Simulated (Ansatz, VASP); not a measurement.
**GaP in VASP and in Ansatz**

```
Ga P
1.0
     0.00000    2.71944    2.71944
     2.71944    0.00000    2.71944
     2.71944    2.71944    0.00000
Ga P
1 1
Direct
  0.00000 0.00000 0.00000
  0.25000 0.25000 0.25000
```

Alike in both runs: task single point; functional PBEsol; k mesh 8 × 8 × 8; no spin polarisation.

```csv
,VASP,Ansatz
version,VASP 6.6.1,Ansatz 0.2.0
potentials or method,"VASP PAW PBE potentials, release 64 (Ga_d, P), cutoff 500 eV","scalar-relativistic, plane waves, PAW"
occupations,"gaussian, width 0.01 eV",fixed
valence electrons in the cell,18,18
```

Ansatz gave:

| Property | Result |
| --- | --- |
| gap on the k mesh at the Fermi level (eV) | 1.50 |
| least direct gap on the mesh (eV) | 1.80 |
| pressure (GPa) | 0.0 |

Task: What did VASP give for the same quantities?

Result: gap on the k mesh at the Fermi level (eV): 1.50; least direct gap on the mesh (eV): 1.80; pressure (GPa): -0.1.

VASP's potentials were made for PBE, not for PBEsol, and Ansatz warns of the same on its side.
